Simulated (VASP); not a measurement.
# Te6Mo3H (a cell with a defect): single point with PBEsol+D3(BJ)

System: Te6Mo3H (a cell with a defect).

```
CELL_PARAMETERS angstrom
3.43343 0.00000 0.00000
-1.71672 2.97344 0.00000
0.00000 0.00000 20.77043
ATOMIC_POSITIONS crystal
Te 0.00000 0.00000 0.91258
Te 0.33333 0.66667 0.59178
Te 0.33333 0.66667 0.23331
Te 0.33333 0.66667 0.76669
Te 0.33333 0.66667 0.40822
Te 0.00000 0.00000 0.08742
Mo 0.00000 0.00000 0.67915
Mo 0.00000 0.00000 0.32085
Mo 0.33333 0.66667 0.00000
H 0.94769 0.09885 0.50234
```

```yaml
Program: VASP 6.6.1
Task: single point
Functional: PBEsol
Dispersion: D3(BJ)
Potentials_or_basis: VASP PAW PBE potentials, release 64 (Te, Mo_sv, H)
Cutoff: 400 eV
k_mesh: 9 × 9 × 2
Occupations: gaussian, width 0.05 eV
Spin: no spin polarisation
Dipole_correction: no
Further_INCAR_settings: ALGO = Normal; EDIFF = 1e-06; NBANDS = 50
```

| Quantity | Value |
| --- | --- |
| Pressure | -1.0 GPa |
| Largest force | 0.616 eV/Å |
| Band gap on the k mesh | zero (an odd number of electrons rules out a gap without spin polarisation) |
| Dispersion energy per atom | -0.509 eV |

Forces in eV/Å, atoms in the order of the input:
```
Te  -0.002  0.001 -0.066
Te   0.147 -0.126 -0.585
Te   0.033 -0.018  0.065
Te   0.040 -0.021 -0.063
Te   0.122 -0.100  0.537
Te  -0.002  0.001  0.066
Mo   0.022  0.001  0.485
Mo   0.013  0.006 -0.446
Mo   0.004 -0.002  0.003
H   -0.376  0.258  0.003
```

Stress tensor (GPa, compression positive):
```
-0.83 -0.26  0.07
-0.26 -1.31 -0.05
 0.07 -0.05 -0.98
```

Levels at points of the mesh, in eV from the Fermi level:
```
           k point  band 38  band 39  band 40  band 41  band 42  band 43
(0.00, 0.00, 0.00)     0.03     0.07     2.39     2.95     2.95     3.09
(0.00, 0.00, 0.50)     0.04     0.06     2.41     2.95     2.95     3.10
```

Wall time 13 min on 1 thread of Intel(R) Xeon(R) 6975P-C (Granite Rapids), with other jobs on the host, peak memory 0.6 GiB.

Caveat: the PAW data sets were made with another functional, which shifts forces and pressure a little; spin-orbit coupling is left out, which moves the levels of the heavy elements.
